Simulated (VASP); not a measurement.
# HoAuF4 (P4/mmm) in VASP: single point with PBE

Aim: the single point of HoAuF4 with PBE.

Everything below comes from runs of VASP 6.6.1. Logs are shortened: lines on timing, memory, paths and dates and some standing lists are left out, and cuts for length are marked.

### Step 1. The cell of the first run

It takes space group P4/mmm (No. 123, tetragonal). The conventional cell has a = 3.822 Å, b = 3.822 Å, c = 6.177 Å, α = 90.00°, β = 90.00°, γ = 90.00°. Within 3.0 Å of Ho (site symmetry 4/mmm) lie 8 F at 2.28 Å. Au (site symmetry 4/mmm) has 8 F at 2.65 Å within 3.5 Å. F (site symmetry 2mm) has 2 Ho at 2.28 Å and 5 F at 2.50 to 2.70 Å and 2 Au at 2.65 Å within 3.0 Å.

The cell was generated, and may not be a known phase.

### Step 2. Single point, PBE

Input file INCAR:

```
SYSTEM = HoAuF4
PREC = Accurate
ENCUT = 600
EDIFF = 1E-6
ISMEAR = 0
SIGMA = 0.02
LREAL = .False.
LASPH = .True.
NELM = 200
ALGO = Normal
ISIF = 2
LWAVE = .False.
LCHARG = .False.
GGA = PE
NBANDS = 33
GGA_COMPAT = .False.
LMAXMIX = 6
```

Input file KPOINTS:

```
Automatic mesh
0
Gamma
  8 8 6
  0 0 0
```

Input file POSCAR:

```
HoAuF4
1.0
    3.8215281332      0.0000000000      0.0000000000
    0.0000000000      3.8215281332      0.0000000000
    0.0000000000      0.0000000000      6.1765479003
Ho Au F
1 1 4
Direct
    0.5000000000      0.5000000000      0.5000000000
    0.0000000000      0.0000000000      0.0000000000
    0.5000000000      0.0000000000      0.7025732874
    0.0000000000      0.5000000000      0.2974267126
    0.5000000000      0.0000000000      0.2974267126
    0.0000000000      0.5000000000      0.7025732874
```

Potentials or basis: VASP PAW PBE potentials, release 64 (Ho_3, Au, F), 4f in core.

The run is started by

```bash
$ cat potpaw_PBE.64/Ho_3/POTCAR potpaw_PBE.64/Au/POTCAR potpaw_PBE.64/F/POTCAR > POTCAR
$ mpirun -np 1 vasp_std > vasp.out
```

OUTCAR:

```text
SYSTEM = HoAuF4
   PREC = Accurate
   ENCUT = 600
   EDIFF = 1E-6
   ISMEAR = 0
   LREAL = .False.
   LASPH = .True.
   NELM = 200
   ISIF = 2
   GGA = PE

 ion  position               nearest neighbor table
   1  0.500  0.500  0.500-   3 2.28   4 2.28   5 2.28   6 2.28   3 2.28   5 2.28   4 2.28   6 2.28

   2  0.000  0.000  0.000-   3 2.65   4 2.65   5 2.65   6 2.65   4 2.65   6 2.65   3 2.65   5 2.65

   3  0.500  0.000  0.703-   1 2.28   1 2.28   2 2.65   2 2.65
   4  0.000  0.500  0.297-   1 2.28   1 2.28   2 2.65   2 2.65
   5  0.500  0.000  0.297-   1 2.28   1 2.28   2 2.65   2 2.65
   6  0.000  0.500  0.703-   1 2.28   1 2.28   2 2.65   2 2.65

  LATTYP: Found a simple tetragonal cell.
 ALAT       =     3.8215281332
 C/A-ratio  =     1.6162507994

  Lattice vectors:

 A1 = (   3.8215281332,   0.0000000000,   0.0000000000)
 A2 = (   0.0000000000,   3.8215281332,   0.0000000000)
 A3 = (   0.0000000000,   0.0000000000,   6.1765479003)

Analysis of symmetry for initial positions (statically):
=====================================================================
 Subroutine PRICEL returns:
 Original cell was already a primitive cell.

 Routine SETGRP: Setting up the symmetry group for a
 simple tetragonal supercell.

 Subroutine GETGRP returns: Found 16 space group operations
 (whereof 16 operations were pure point group operations)
 out of a pool of 16 trial point group operations.

The static configuration has the point symmetry D_4h.

Analysis of symmetry for dynamics (positions and initial velocities):
=====================================================================
 Subroutine PRICEL returns:
 Original cell was already a primitive cell.

 Routine SETGRP: Setting up the symmetry group for a
 simple tetragonal supercell.

 Subroutine GETGRP returns: Found 16 space group operations
 (whereof 16 operations were pure point group operations)
 out of a pool of 16 trial point group operations.

The dynamic configuration has the point symmetry D_4h.

 Subroutine INISYM returns: Found 16 space group operations
 (whereof 16 operations are pure point group operations),
 and found     1 'primitive' translations

----------------------------------------------------------------------------------------

                                     Primitive cell

[... 99 lines left out ...]
   LREAL  =      F    real-space projection
   EDIFFG = 0.1E-04   stopping-criterion for IOM
   NSW    =      0    number of steps for IOM
   IBRION =     -1    ionic relax: 0-MD 1-quasi-New 2-CG
   NFREE  =      0    steps in history (QN), initial steepest desc. (CG)
   ISIF   =      2    stress and relaxation
   ISYM   =      2    0-nonsym 1-usesym 2-fastsym
   POTIM  = 0.5000    time-step for ionic-motion
   TEBEG  =    0.0;   TEEND  =   0.0 temperature during run
   PSTRESS=    0.0 pullay stress
   NELECT =      48.0000    total number of electrons
   NUPDOWN=      -1.0000    fix difference up-down
   EMIN   =  10.00;   EMAX   =-10.00  energy-range for DOS
   EFERMI =   0.00;   METHOD = LEGACY
   ISMEAR =     0;   SIGMA  =   0.02  broadening in eV -4-tet -1-fermi 0-gaus
   EFERMI_NEDOS =   21; number of points for ismear=-14 and -15
   IALGO  =     38    algorithm
   IMIX   =      4    mixing-type and parameters
     AMIX     =   0.40;   BMIX     =  1.00
     AMIX_MAG =   1.60;   BMIX_MAG =  1.00
  volume/ion in A,a.u.               =      15.03       101.45
  Fermi-wavevector in a.u.,A,eV,Ry     =   1.326626  2.506960 23.945401  1.759937
  Thomas-Fermi vector in A             =   2.455999
   LORBIT       =      0    0 simple, 1 ext, 2 COOP (PROOUT), +10 PAW based schemes
   GGA     = PE    functional components
   LHFCALC =     F    Hartree Fock is set to
   AEXX    =    0.0000 exact exchange contribution
   IVDW    =     0    specifies the selected vdW correction
   LEPSILON=     F    determine dielectric tensor
   LRPA    =     F    only Hartree local field effects (RPA)
 non-spin polarized calculation
 Gauss-broadening in eV      SIGMA  =   0.02
  energy-cutoff  :      600.00
  volume of cell :       90.20
 maximum number of plane-waves:      3035
 NGX is ok and might be reduce to    32
   NGX = 15   NGY = 15   NGZ = 25

 number of electron      48.0000002 magnetization

 Free energy of the ion-electron system (eV)
  ---------------------------------------------------
  ext. energy  EPLUGINS =         0.00000000
  ---------------------------------------------------
  free energy    TOTEN  =       -31.48633658 eV

  energy without entropy =      -31.48633658  energy(sigma->0) =      -31.48633658

 E-fermi :   1.4573     XC(G=0):  -9.8694

 val. band max:        1.2899160823   @ k =   0.2500   0.2500   0.0000
 cond. band min:       2.1704783791   @ k =   0.0000   0.0000   0.0000
 fundamental gap:      0.8805622967
 Fermi energy:         1.4572988378

 k-point     1 :       0.0000    0.0000    0.0000
  band No.  band energies     occupation
      1     -22.4732      2.00000
      2     -21.3276      2.00000
      3     -21.0173      2.00000
      4     -21.0173      2.00000
      5     -20.7802      2.00000
      6     -20.4214      2.00000
[... 853 lines left out ...]
     32      10.5999      0.00000
     33      12.4309      0.00000

 [... further k-points ...]

------------------------ aborting loop because EDIFF is reached ----------------------------------------

  FORCE on cell =-STRESS in cart. coord.  units (eV):
  Direction    XX          YY          ZZ          XY          YZ          ZX
  --------------------------------------------------------------------------------------
  -------------------------------------------------------------------------------------
  Total        0.2055086      0.2055086      0.1437347      0.0000000      0.0000000      0.0000000
  in kB        3.6502333      3.6502333      2.5530094      0.0000000      0.0000000      0.0000000
  external PRESSURE =       3.2844920 kB  Pullay stress =       0.0000000 kB

 VOLUME and BASIS-vectors are now :
 -----------------------------------------------------------------------------
  energy-cutoff  :      600.00
  volume of cell :       90.20
      direct lattice vectors                 reciprocal lattice vectors
     3.821528133  0.000000000  0.000000000     0.261675425  0.000000000  0.000000000
     0.000000000  3.821528133  0.000000000     0.000000000  0.261675425  0.000000000
     0.000000000  0.000000000  6.176547900     0.000000000  0.000000000  0.161902735

 POSITION                                       TOTAL-FORCE (eV/Angst)
 -----------------------------------------------------------------------------------
      1.91076      1.91076      3.08827        -0.000000      0.000000      0.000000
      0.00000      0.00000      0.00000        -0.000000      0.000000      0.000000
      1.91076      0.00000      4.33948         0.000000      0.000000      0.072159
      0.00000      1.91076      1.83707        -0.000000     -0.000000     -0.072159
      1.91076      0.00000      1.83707        -0.000000      0.000000     -0.072159
      0.00000      1.91076      4.33948        -0.000000     -0.000000      0.072159
 -----------------------------------------------------------------------------------
    total drift:                                0.000000      0.000000     -0.000000

  FREE ENERGIE OF THE ION-ELECTRON SYSTEM (eV)
  ---------------------------------------------------
  free  energy   TOTEN  =       -31.4863365755 eV

  energy  without entropy=      -31.4863365755  energy(sigma->0) =      -31.48633658
```

OSZICAR:

```text
N       E                     dE             d eps       ncg     rms          rms(c)
DAV:   1     0.592506491678E+03    0.59251E+03   -0.24241E+04  4176   0.162E+03
DAV:   2     0.200300320850E+02   -0.57248E+03   -0.53385E+03  6215   0.487E+02
DAV:   3    -0.339541879141E+02   -0.53984E+02   -0.52791E+02  6153   0.160E+02
DAV:   4    -0.348850698885E+02   -0.93088E+00   -0.92486E+00  5751   0.215E+01
DAV:   5    -0.349074062301E+02   -0.22336E-01   -0.22328E-01  5296   0.278E+00    0.268E+01
DAV:   6    -0.315604474130E+02    0.33470E+01   -0.12306E+01  6000   0.249E+01    0.206E+01
DAV:   7    -0.314944023277E+02    0.66045E-01   -0.47406E-01  4688   0.461E+00    0.114E+01
DAV:   8    -0.314839492716E+02    0.10453E-01   -0.11888E-01  5160   0.301E+00    0.854E-01
DAV:   9    -0.314844024837E+02   -0.45321E-03   -0.17498E-02  4904   0.877E-01    0.174E-01
DAV:  10    -0.314858967512E+02   -0.14943E-02   -0.13832E-03  4957   0.293E-01    0.159E-01
DAV:  11    -0.314862789392E+02   -0.38219E-03   -0.39630E-04  5254   0.148E-01    0.323E-02
DAV:  12    -0.314863244732E+02   -0.45534E-04   -0.56082E-05  4743   0.512E-02    0.664E-03
DAV:  13    -0.314863350614E+02   -0.10588E-04   -0.11182E-05  4464   0.189E-02    0.474E-03
DAV:  14    -0.314863363700E+02   -0.13086E-05   -0.15150E-06  4206   0.720E-03    0.157E-03
DAV:  15    -0.314863365755E+02   -0.20552E-06   -0.19561E-07  2895   0.383E-03
   1 F= -.31486337E+02 E0= -.31486337E+02  d E =-.447844E-34
```

stdout:

```text
POSCAR found type information on POSCAR HoAuF
 POSCAR found :  3 types and       6 ions
 scaLAPACK will be used
 LDA part: xc-table for (Slater+PW92), standard interpolation
 POSCAR, INCAR and KPOINTS ok, starting setup
 FFT: planning ... GRIDC
 FFT: planning ... GRID_SOFT
 FFT: planning ... GRID
 WAVECAR not read
 entering main loop
```

It took 86 s on 1 thread of Intel Xeon 6975P-C (Granite Rapids), shared host; peak memory 0.36 GiB.

Results:

```yaml
Free_energy: -31.4863 eV
Pressure: 0.3 GPa
Largest_force: 0.072 eV/Å
Band_gap_on_the_k_mesh: 0.88 eV (least direct gap 0.95 eV)
```

Forces in eV/Å, atoms in the order of the input:
```
Ho   0.000  0.000  0.000
Au   0.000  0.000  0.000
F    0.000  0.000  0.072
F    0.000  0.000 -0.072
F    0.000  0.000 -0.072
F    0.000  0.000  0.072
```

Stress tensor (GPa, compression positive):
```
0.37 0.00 0.00
0.00 0.37 0.00
0.00 0.00 0.26
```

Levels at points of the mesh, in eV from the valence-band top:
```
           k point  band 22  band 23  band 24  band 25  band 26  band 27
(0.00, 0.00, 0.00)    -0.56    -0.07    -0.07     0.88     5.51     6.20
(0.50, 0.00, 0.00)    -0.37    -0.04    -0.04     2.78     4.77     6.24
(0.50, 0.50, 0.00)    -0.13    -0.12    -0.12     3.31     5.87     5.97
(0.00, 0.00, 0.50)    -0.31    -0.11    -0.11     1.79     5.46     5.76
(0.50, 0.00, 0.50)    -0.33    -0.28    -0.16     2.94     5.73     5.85
(0.50, 0.50, 0.50)    -0.26    -0.26    -0.11     3.79     5.49     6.15
```

Caveat: spin-orbit coupling is left out, which moves the levels of the heavy elements; the 4f electrons are frozen in the core, so they carry no moment and show no levels.
